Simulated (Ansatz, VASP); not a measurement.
# Cd4Se3S in VASP and in Ansatz

Contents of INCAR:

```
SYSTEM = Cd4Se3S
PREC     = Accurate       ! precision mode
ENCUT    = 520            ! plane-wave cutoff, eV
EDIFF    = 1E-6           ! SCF threshold, eV
ISMEAR   = 0              ! smearing method
SIGMA    = 0.02           ! smearing width, eV
LREAL    = .FALSE.        ! projectors in reciprocal space
LASPH    = .TRUE.         ! aspherical terms in the spheres
NELM     = 60             ! most SCF steps
ALGO     = Normal         ! electronic algorithm
ISIF     = 2              ! what is computed and relaxed
LWAVE    = .FALSE.        ! write WAVECAR
LCHARG   = .FALSE.        ! write CHGCAR
GGA      = PE             ! functional
NBANDS   = 46             ! bands
```

KPOINTS

```
Automatic mesh
0
G
  6 6 6
  0 0 0
```

File POSCAR:

```
Cd4Se3S
1.0
    6.1279354000      0.0000000000      0.0000000000
    0.0000000000      6.1279354000      0.0000000000
    0.0000000000      0.0000000000      6.1279354000
Cd Se S
4 3 1
Direct
    0.7560960000      0.7560960000      0.2439040000
    0.7560960000      0.2439040000      0.7560960000
    0.2439040000      0.7560960000      0.7560960000
    0.2439040000      0.2439040000      0.2439040000
    0.0000000000      0.5000000000      0.5000000000
    0.5000000000      0.0000000000      0.5000000000
    0.5000000000      0.5000000000      0.0000000000
    0.0000000000      0.0000000000      0.0000000000
```

Input for Ansatz:

```yaml
crystal:
  lattice:
    - [6.1279354, 0.0, 0.0]
    - [0.0, 6.1279354, 0.0]
    - [0.0, 0.0, 6.1279354]
  atoms:
    - { symbol: Cd, position: [0.756096, 0.756096, 0.243904] }
    - { symbol: Cd, position: [0.756096, 0.243904, 0.756096] }
    - { symbol: Cd, position: [0.243904, 0.756096, 0.756096] }
    - { symbol: Cd, position: [0.243904, 0.243904, 0.243904] }
    - { symbol: Se, position: [0.0, 0.5, 0.5] }
    - { symbol: Se, position: [0.5, 0.0, 0.5] }
    - { symbol: Se, position: [0.5, 0.5, 0.0] }
    - { symbol: S, position: [0.0, 0.0, 0.0] }
basis:
  ecutwfc: 420
kpoints:
  mp_grid: { grid: [6, 6, 6] }
  band_path:
    path:
      - [[0.0, 0.0, 0.0], [0.0, 0.5, 0.0], [0.5, 0.5, 0.0], [0.0, 0.0, 0.0], [0.5, 0.5, 0.5], [0.0, 0.5, 0.0]]
      - [[0.5, 0.5, 0.5], [0.5, 0.5, 0.0]]
    npoints: 14
hamiltonian:
  xc: pbe
scf:
  occupations: { method: gaussian, width: 0.02 }
  n_extra_bands: 20
output:
  forces: true
  stress: true
  eigenvalues: true
  populations: true
  dos: { projected: true, de: 0.02, nscf_kmesh: { grid: [9, 9, 9] } }
  bader: true
  write_density: true
  write_potential: true
  elf: true
  volumetric_format: npy
```

Alike in both runs: task single point; functional PBE; k mesh 6 × 6 × 6; occupations gaussian, width 0.02 eV; no spin polarisation.

|  | VASP | Ansatz |
| --- | --- | --- |
| version | VASP 6.6.1 | Ansatz 0.2.0 |
| potentials or method | VASP PAW PBE potentials, release 64 (Cd, Se, S), cutoff 520 eV | scalar-relativistic, plane waves, PAW |
| valence electrons in the cell | 72 | 134 |

VASP gave:

* gap on the k mesh at the Fermi level (eV): 0.60
* least direct gap on the mesh (eV): 0.60
* pressure (GPa): 0.3

Task: Estimate Ansatz's values.

Result: gap on the k mesh at the Fermi level (eV): 0.60; least direct gap on the mesh (eV): 0.60; pressure (GPa): 0.0.

VASP's potentials hold 72 valence electrons a cell and Ansatz's 134, so a difference there can come from the potentials and not from the codes.
